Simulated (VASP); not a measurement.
A run of VASP 6.6.1:

POSCAR

```
SrO
1.0
    0.0000000000      2.5798927166      2.5798927166
    2.5798927166      0.0000000000      2.5798927166
    2.5798927166      2.5798927166      0.0000000000
Sr O
1 1
Direct
    0.5000000000      0.5000000000      0.5000000000
    0.0000000000      0.0000000000      0.0000000000
```

The input INCAR.step1:

```
SYSTEM = SrO
ALGO = Normal
EDIFF = 1E-4
ENCUT = 520
GGA = PE
ISMEAR = 0
LASPH = .TRUE.
LCHARG = .FALSE.
LREAL = .FALSE.
LWAVE = .TRUE.
NBANDS = 15
NELM = 80
PREC = Accurate
SIGMA = 0.001
```

File INCAR.step2:

```
SYSTEM = SrO
ALGO = Normal
EDIFF = 1E-6
ENCUT = 520
ISIF = 2
ISMEAR = 0
ISTART = 1
LASPH = .TRUE.
LCHARG = .FALSE.
LMIXTAU = .TRUE.
LREAL = .FALSE.
LWAVE = .FALSE.
METAGGA = R2SCAN
NBANDS = 15
NELM = 80
PREC = Accurate
SIGMA = 0.001
```

Contents of KPOINTS:

```
k-points
0
G
  6 6 6
  0 0 0
```

Potentials or basis: VASP PAW PBE potentials, release 64 (Sr_sv, O).

Run with:

```bash
$ cat potpaw_PBE.64/Sr_sv/POTCAR potpaw_PBE.64/O/POTCAR > POTCAR
$ cp INCAR.step1 INCAR
$ mpirun -np 1 vasp_std > vasp.out
$ cp INCAR.step2 INCAR
$ mpirun -np 1 vasp_std > vasp.out
```

Hardware: 1 thread of AMD EPYC 9R45 96-Core Processor (Zen 5), with other jobs on the host.

Q: Estimate the wall time of this run.

A: It took 32 s on 1 thread of AMD EPYC 9R45 96-Core Processor (Zen 5), with other jobs on the host, peak memory 0.13 GiB. Counts: k points 16.
